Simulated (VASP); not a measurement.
# HfB2 (P2/m) in VASP: notebook, part 2 of 2

VASP 6.6.1. Earlier steps stand in the parts before.

## (3) Single point, PBE

INCAR reads:

```
SYSTEM = HfB2
  PREC = Accurate
  ENCUT = 520
  EDIFF = 1E-7
  ISMEAR = 0
  SIGMA = 0.1
  LREAL = .False.
  LASPH = .True.
  NELM = 80
  ALGO = Normal
  ISIF = 2
  LWAVE = .False.
  LCHARG = .False.
  GGA = PE
  NBANDS = 15
```

KPOINTS reads:

```
regular mesh
0
Gamma
  13 13 10
  0 0 0
```

POSCAR reads:

```
HfB2
1.0
    3.1400000000      0.0392500000      0.0000000000
   -1.5360085000      2.6996950000      0.0000000000
    0.0000000000      0.0000000000      3.4800000000
Hf B
1 2
Direct
    0.0000000000      0.0000000000      0.0000000000
    0.3333333333      0.6666666667      0.5000000000
    0.6666666667      0.3333333333      0.5000000000
```

Potentials or basis: VASP PAW PBE potentials, release 64 (Hf_pv, B).

Run with:

```bash
$ cat potpaw_PBE.64/Hf_pv/POTCAR potpaw_PBE.64/B/POTCAR > POTCAR
$ mpirun -np 1 vasp_std > vasp.out
```

OUTCAR:

```text
SYSTEM = HfB2
   PREC = Accurate
   ENCUT = 520
   EDIFF = 1E-7
   ISMEAR = 0
   LREAL = .False.
   LASPH = .True.
   NELM = 80
   ISIF = 2
   GGA = PE

 ion  position               nearest neighbor table
   1  0.000  0.000  0.000-   2 2.50   3 2.50   2 2.50   3 2.50   2 2.51   2 2.51   3 2.51   3 2.51
                             3 2.53   3 2.53   2 2.53   2 2.53
   2  0.333  0.667  0.500-   3 1.79   3 1.81   3 1.83   1 2.50   1 2.50   1 2.51   1 2.51   1 2.53
                             1 2.53
   3  0.667  0.333  0.500-   2 1.79   2 1.81   2 1.83   1 2.50   1 2.50   1 2.51   1 2.51   1 2.53
                             1 2.53

  Warning from LATTYP: Monoclinic adjustment (A1->A3, A2->A1, A3->A2)!
  LATTYP: Found a simple monoclinic cell.
 ALAT       =     3.1060707019
 B/A-ratio  =     1.1203866022
 C/A-ratio  =     1.0110025187
 COS(beta)  =    -0.4836158305

  Lattice vectors:

 A1 = (  -1.5360085000,   2.6996950000,   0.0000000000)
 A2 = (   0.0000000000,   0.0000000000,   3.4800000000)
 A3 = (   3.1400000000,   0.0392500000,   0.0000000000)

Analysis of symmetry for initial positions (statically):
=====================================================================
 Subroutine PRICEL returns:
 Original cell was already a primitive cell.

[... 191 lines left out ...]
     12      12.3221      0.00000
     13      12.4580      0.00000
     14      12.6696      0.00000
[... 401 lines left out ...]
      2     -22.8666      2.00000
      3     -22.6436      2.00000
      4      -3.9522      2.00000
      5       1.2267      2.00000
      6       3.0183      2.00000
      7       3.9491      2.00000
      8       6.7424      2.00000
      9       8.5237      0.00000
     10       9.3107      0.00000
     11      12.7650      0.00000
     12      13.9047      0.00000
     13      14.7571      0.00000
     14      15.5747      0.00000
     15      17.3226      0.00000

 [... further k-points ...]

------------------------ aborting loop because EDIFF is reached ----------------------------------------

  FORCE on cell =-STRESS in cart. coord.  units (eV):
  Direction    XX          YY          ZZ          XY          YZ          ZX
  --------------------------------------------------------------------------------------
  -------------------------------------------------------------------------------------
  Total        0.1945066      0.2074736      0.2347091     -1.2569467      0.0000000      0.0000000
  in kB       10.4892315     11.1885029     12.6572439    -67.7838301      0.0000000      0.0000000
  external PRESSURE =      11.4449927 kB  Pullay stress =       0.0000000 kB

 VOLUME and BASIS-vectors are now :
 -----------------------------------------------------------------------------
  energy-cutoff  :      520.00
  volume of cell :       29.71
      direct lattice vectors                 reciprocal lattice vectors
     3.140000000  0.039250000  0.000000000     0.316222379  0.179916717  0.000000000
    -1.536008500  2.699695000  0.000000000    -0.004597456  0.367796462  0.000000000
     0.000000000  0.000000000  3.480000000     0.000000000  0.000000000  0.287356322

 POSITION                                       TOTAL-FORCE (eV/Angst)
 -----------------------------------------------------------------------------------
      0.00000      0.00000      0.00000         0.000000      0.000000      0.000000
      0.02266      1.81288      1.74000         0.030262      0.008547      0.000000
      1.58133      0.92606      1.74000        -0.030262     -0.008547      0.000000
 -----------------------------------------------------------------------------------
    total drift:                               -0.000000      0.000000      0.000000

  FREE ENERGIE OF THE ION-ELECTRON SYSTEM (eV)
  ---------------------------------------------------
  free  energy   TOTEN  =       -26.3860720944 eV

  energy  without entropy=      -26.3845379707  energy(sigma->0) =      -26.38530503
```

stdout:

```text
POSCAR found type information on POSCAR HfB
 POSCAR found :  2 types and       3 ions
 scaLAPACK will be used
 LDA part: xc-table for (Slater+PW92), standard interpolation
 POSCAR, INCAR and KPOINTS ok, starting setup
 FFT: planning ... GRIDC
 FFT: planning ... GRID_SOFT
 FFT: planning ... GRID
 WAVECAR not read
 entering main loop
```

It took 69 s on 1 thread of Intel Xeon 6975P-C (Granite Rapids), shared host; peak memory 0.33 GiB.

Results:

```
Free energy            : -26.3861 eV
Pressure               : 1.1 GPa
Largest force          : 0.031 eV/Å
Band gap on the k mesh : zero (bands 8 and 9 overlap by 1.11 eV)
```

Forces on the atoms (eV/Å):
```
Hf   0.000  0.000  0.000
B    0.030  0.009  0.000
B   -0.030 -0.009  0.000
```

Levels at points of the mesh, in eV from the Fermi level:
| k point | band 6 | band 7 | band 8 | band 9 | band 10 | band 11 |
| --- | --- | --- | --- | --- | --- | --- |
| (0.00, 0.00, 0.00) | -3.10 | -2.91 | -2.88 | 3.82 | 3.95 | 4.40 |
| (0.00, 0.00, 0.50) | -1.39 | -1.26 | 0.09 | 0.28 | 0.65 | 1.10 |

Caveat: spin-orbit coupling is left out, which moves the levels of the heavy elements.

## (4) Single point, PBE

This run uses another cell than the first one, of the same volume but with other edges.

INCAR reads:

```
PREC     = Accurate       # precision mode
ENCUT    = 520            # plane-wave cutoff, eV
EDIFF    = 1E-6           # SCF threshold, eV
ISMEAR   = 0              # smearing method
SIGMA    = 0.1            # smearing width, eV
LREAL    = F              # projectors in reciprocal space
LASPH    = T              # aspherical terms in the spheres
NELM     = 80             # most SCF steps
ALGO     = Normal         # electronic algorithm
ISIF     = 2              # what is computed and relaxed
LWAVE    = F              # write WAVECAR
LCHARG   = T              # write CHGCAR
GGA      = PE             # functional
LELF     = T              # ELF
LVHAR    = T            
NBANDS   = 15             # bands
```

KPOINTS reads:

```
Automatic mesh
0
Gamma
  13 13 10
```

POSCAR reads:

```
HfB2
1.0
    3.1400000000      0.0785000000      0.0000000000
   -1.5020170000      2.6800700000      0.0000000000
    0.0000000000      0.0000000000      3.4800000000
Hf B
1 2
Direct
    0.0000000000      0.0000000000      0.0000000000
    0.3333333333      0.6666666667      0.5000000000
    0.6666666667      0.3333333333      0.5000000000
```

Potentials or basis: VASP PAW PBE potentials, release 64 (Hf_pv, B).

Run with:

```bash
$ cat potpaw_PBE.64/Hf_pv/POTCAR potpaw_PBE.64/B/POTCAR > POTCAR
$ mpirun -np 1 vasp_std > vasp.out
```

OUTCAR:

```text
PREC = Accurate
   ENCUT = 520
   EDIFF = 1E-6
   ISMEAR = 0
   LREAL = F
   LASPH = T
   NELM = 80
   ISIF = 2
   GGA = PE

 ion  position               nearest neighbor table
   1  0.000  0.000  0.000-   2 2.48   3 2.48   2 2.48   3 2.48   2 2.51   2 2.51   3 2.51   3 2.51
                             3 2.54   3 2.54   2 2.54   2 2.54
   2  0.333  0.667  0.500-   3 1.77   3 1.81   3 1.85   1 2.48   1 2.48   1 2.51   1 2.51   1 2.54
                             1 2.54
   3  0.667  0.333  0.500-   2 1.77   2 1.81   2 1.85   1 2.48   1 2.48   1 2.51   1 2.51   1 2.54
                             1 2.54

  Warning from LATTYP: Monoclinic adjustment (A1->A3, A2->A1, A3->A2)!
  LATTYP: Found a simple monoclinic cell.
 ALAT       =     3.0722679364
 B/A-ratio  =     1.1327137060
 C/A-ratio  =     1.0223656145
 COS(beta)  =    -0.4669407251

  Lattice vectors:

 A1 = (  -1.5020170000,   2.6800700000,   0.0000000000)
 A2 = (   0.0000000000,   0.0000000000,   3.4800000000)
 A3 = (   3.1400000000,   0.0785000000,   0.0000000000)

Analysis of symmetry for initial positions (statically):
=====================================================================
 Subroutine PRICEL returns:
 Original cell was already a primitive cell.

 Routine SETGRP: Setting up the symmetry group for a
 simple monoclinic supercell.

 Subroutine GETGRP returns: Found  4 space group operations
 (whereof  4 operations were pure point group operations)
 out of a pool of  4 trial point group operations.

The static configuration has the point symmetry C_2h.

Analysis of symmetry for dynamics (positions and initial velocities):
=====================================================================
 Subroutine PRICEL returns:
 Original cell was already a primitive cell.

 Routine SETGRP: Setting up the symmetry group for a
 simple monoclinic supercell.

 Subroutine GETGRP returns: Found  4 space group operations
 (whereof  4 operations were pure point group operations)
 out of a pool of  4 trial point group operations.

The dynamic configuration has the point symmetry C_2h.

 Subroutine INISYM returns: Found  4 space group operations
 (whereof  4 operations are pure point group operations),
 and found     1 'primitive' translations

----------------------------------------------------------------------------------------

                                     Primitive cell

  volume of cell :      29.6960

  direct lattice vectors                    reciprocal lattice vectors
     3.140000000  0.078500000  0.000000000     0.314070894  0.176017724  0.000000000
    -1.502017000  2.680070000  0.000000000    -0.009199224  0.367968974  0.000000000
     0.000000000  0.000000000  3.480000000     0.000000000  0.000000000  0.287356322

  length of vectors
     3.140981097  3.072267936  3.480000000     0.360031618  0.368083947  0.287356322

  position of ions in fractional coordinates (direct lattice)
     0.000000000  0.000000000  0.000000000
     0.333333333  0.666666667  0.500000000
     0.666666667  0.333333333  0.500000000

  ion indices of the primitive-cell ions
   primitive index   ion index
                 1           1
                 2           2
                 3           3

[... 53 lines left out ...]
   k-points           NKPTS =    510   k-points in BZ     NKDIM =    510   number of bands    NBANDS=     15
   number of dos      NEDOS =    301   number of ions     NIONS =      3
   total plane-waves  NPLWV =  16128
   dimension x,y,z NGX =    24 NGY =   24 NGZ =   28
   dimension x,y,z NGXF=    48 NGYF=   48 NGZF=   56
   ions per type =               1   2
   NGX,Y,Z   is equivalent  to a cutoff of  12.70, 12.99, 13.38 a.u.
   NGXF,Y,Z  is equivalent  to a cutoff of  25.41, 25.97, 26.75 a.u.
 SYSTEM =  unknown system
   PREC   = accura    normal or accurate (medium, high low for compatibility)
   ISTART =      0    job   : 0-new  1-cont  2-samecut
   ICHARG =      2    charge: 1-file 2-atom 10-const
   ISPIN  =      1    spin polarized calculation?
   LNONCOLLINEAR =      F non collinear calculations
   LSORBIT =      F    spin-orbit coupling
   LASPH  =      T    aspherical Exc in radial PAW
   ENCUT  =  520.0 eV  38.22 Ry    6.18 a.u.   5.84  5.71  6.47*2*pi/ulx,y,z
   NELM   =     80;   NELMIN=  2; NELMDL= -5     # of ELM steps
   EDIFF  = 0.1E-05   stopping-criterion for ELM
   LREAL  =      F    real-space projection
   EDIFFG = 0.1E-04   stopping-criterion for IOM
   NSW    =      0    number of steps for IOM
   IBRION =     -1    ionic relax: 0-MD 1-quasi-New 2-CG
   NFREE  =      0    steps in history (QN), initial steepest desc. (CG)
   ISIF   =      2    stress and relaxation
   ISYM   =      2    0-nonsym 1-usesym 2-fastsym
   POTIM  = 0.5000    time-step for ionic-motion
   TEBEG  =    0.0;   TEEND  =   0.0 temperature during run
   PSTRESS=    0.0 pullay stress
   NELECT =      16.0000    total number of electrons
   NUPDOWN=      -1.0000    fix difference up-down
   EMIN   =  10.00;   EMAX   =-10.00  energy-range for DOS
   EFERMI =   0.00;   METHOD = LEGACY
   ISMEAR =     0;   SIGMA  =   0.10  broadening in eV -4-tet -1-fermi 0-gaus
   EFERMI_NEDOS =   21; number of points for ismear=-14 and -15
   IALGO  =     38    algorithm
   IMIX   =      4    mixing-type and parameters
     AMIX     =   0.40;   BMIX     =  1.00
     AMIX_MAG =   1.60;   BMIX_MAG =  1.00
  volume/ion in A,a.u.               =       9.90        66.80
  Fermi-wavevector in a.u.,A,eV,Ry     =   1.332137  2.517374 24.144753  1.774589
  Thomas-Fermi vector in A             =   2.461095
   LORBIT       =      0    0 simple, 1 ext, 2 COOP (PROOUT), +10 PAW based schemes
   GGA     = PE    functional components
   LHFCALC =     F    Hartree Fock is set to
   AEXX    =    0.0000 exact exchange contribution
   IVDW    =     0    specifies the selected vdW correction
   LEPSILON=     F    determine dielectric tensor
   LRPA    =     F    only Hartree local field effects (RPA)
 non-spin polarized calculation
 Gauss-broadening in eV      SIGMA  =   0.10
  energy-cutoff  :      520.00
  volume of cell :       29.70
 maximum number of plane-waves:       817
   NGX = 11   NGY = 11   NGZ = 13

 number of electron      16.0000000 magnetization

 Free energy of the ion-electron system (eV)
  ---------------------------------------------------
  ext. energy  EPLUGINS =         0.00000000
  ---------------------------------------------------
  free energy    TOTEN  =       -26.33881748 eV

  energy without entropy =      -26.33748634  energy(sigma->0) =      -26.33815191

 E-fermi :   7.7592     XC(G=0): -12.5986

 val. band max:        7.7563177175   @ k =  -0.0769   0.1538   0.3000
 cond. band min:       7.7598095731   @ k =   0.4615   0.3077   0.0000
 fundamental gap:      0.0034918556
 Fermi energy:         7.7592158724

 k-point     1 :       0.0000    0.0000    0.0000
  band No.  band energies     occupation
      1     -22.9604      2.00000
      2     -22.5059      2.00000
      3     -22.4087      2.00000
      4      -6.0815      2.00000
      5       4.4679      2.00000
      6       4.6928      2.00000
      7       4.8922      2.00000
      8       5.0734      2.00000
      9      11.5315      0.00000
     10      11.7988      0.00000
     11      11.9936      0.00000
     12      12.0702      0.00000
     13      12.5830      0.00000
     14      12.6912      0.00000
[... 401 lines left out ...]
      2     -22.8664      2.00000
      3     -22.6220      2.00000
      4      -3.9934      2.00000
      5       1.2077      2.00000
      6       3.0452      2.00000
      7       3.9587      2.00000
      8       6.8072      2.00000
      9       8.4655      0.00000
     10       9.4248      0.00000
     11      12.6471      0.00000
     12      14.0262      0.00000
     13      14.9741      0.00000
     14      15.7508      0.00000
     15      17.4743      0.00000

 [... further k-points ...]

------------------------ aborting loop because EDIFF is reached ----------------------------------------

  FORCE on cell =-STRESS in cart. coord.  units (eV):
  Direction    XX          YY          ZZ          XY          YZ          ZX
  --------------------------------------------------------------------------------------
  -------------------------------------------------------------------------------------
  Total        0.3040496      0.3312488      0.2722199     -2.5113078      0.0000000      0.0000000
  in kB       16.4042872     17.8717546     14.6869880   -135.4917469      0.0000000      0.0000000
  external PRESSURE =      16.3210099 kB  Pullay stress =       0.0000000 kB

 VOLUME and BASIS-vectors are now :
 -----------------------------------------------------------------------------
  energy-cutoff  :      520.00
  volume of cell :       29.70
      direct lattice vectors                 reciprocal lattice vectors
     3.140000000  0.078500000  0.000000000     0.314070894  0.176017724  0.000000000
    -1.502017000  2.680070000  0.000000000    -0.009199224  0.367968974  0.000000000
     0.000000000  0.000000000  3.480000000     0.000000000  0.000000000  0.287356322

 POSITION                                       TOTAL-FORCE (eV/Angst)
 -----------------------------------------------------------------------------------
      0.00000      0.00000      0.00000         0.000000      0.000000      0.000000
      0.04532      1.81288      1.74000         0.059924      0.035347      0.000000
      1.59266      0.94569      1.74000        -0.059924     -0.035347      0.000000
 -----------------------------------------------------------------------------------
    total drift:                               -0.000000      0.000000      0.000000

  FREE ENERGIE OF THE ION-ELECTRON SYSTEM (eV)
  ---------------------------------------------------
  free  energy   TOTEN  =       -26.3388174768 eV

  energy  without entropy=      -26.3374863402  energy(sigma->0) =      -26.33815191
```

Wall time 60 s (1 thread of Intel Xeon 6975P-C (Granite Rapids), shared host); peak memory 0.33 GiB.

What came out:

```yaml
Free_energy: -26.3388 eV
Pressure: 1.6 GPa
Largest_force: 0.070 eV/Å
Band_gap_on_the_k_mesh: zero (bands 8 and 9 overlap by 1.17 eV)
```

Forces in eV/Å, atoms in the order of the input:
```
Hf   0.000  0.000  0.000
B    0.060  0.035  0.000
B   -0.060 -0.035  0.000
```

Stress tensor (GPa, compression positive):
```
  1.64 -13.55   0.00
-13.55   1.79   0.00
  0.00   0.00   1.47
```

Levels at points of the mesh, in eV from the Fermi level:
| k point | band 4 | band 5 | band 6 | band 7 | band 8 | band 9 | band 10 | band 11 | band 12 | band 13 |
| --- | --- | --- | --- | --- | --- | --- | --- | --- | --- | --- |
| (0.00, 0.00, 0.00) | -13.84 | -3.29 | -3.07 | -2.87 | -2.69 | 3.77 | 4.04 | 4.23 | 4.31 | 4.82 |
| (0.00, 0.00, 0.50) | -11.44 | -8.45 | -1.41 | -1.14 | 0.01 | 0.41 | 0.48 | 1.39 | 2.14 | 5.00 |

Caveat: spin-orbit coupling is left out, which moves the levels of the heavy elements.

## (5) Summary

```csv
cell,gap on the mesh (eV),pressure (GPa),largest force (eV/Å)
"a = 3.140, b = 3.174, c = 3.480 Å, angles 90.0, 90.0, 121.1°, 3 atoms",none,1.1,0.03
"a = 3.140, b = 3.106, c = 3.480 Å, angles 90.0, 90.0, 118.9°, 3 atoms",none,1.1,0.03
"a = 3.141, b = 3.072, c = 3.480 Å, angles 90.0, 90.0, 117.8°, 3 atoms",none,1.6,0.07
```

Alike in all rows: task single point; level PBE; potentials or basis VASP PAW PBE potentials, release 64 (Hf_pv, B); no spin polarisation; k mesh 13 × 13 × 10; cutoff (eV) 520; smearing gaussian 0.1 eV.

Caveats: spin-orbit coupling is left out, which moves the levels of the heavy elements.

Absolute energies hang on the potentials; compare differences alone.
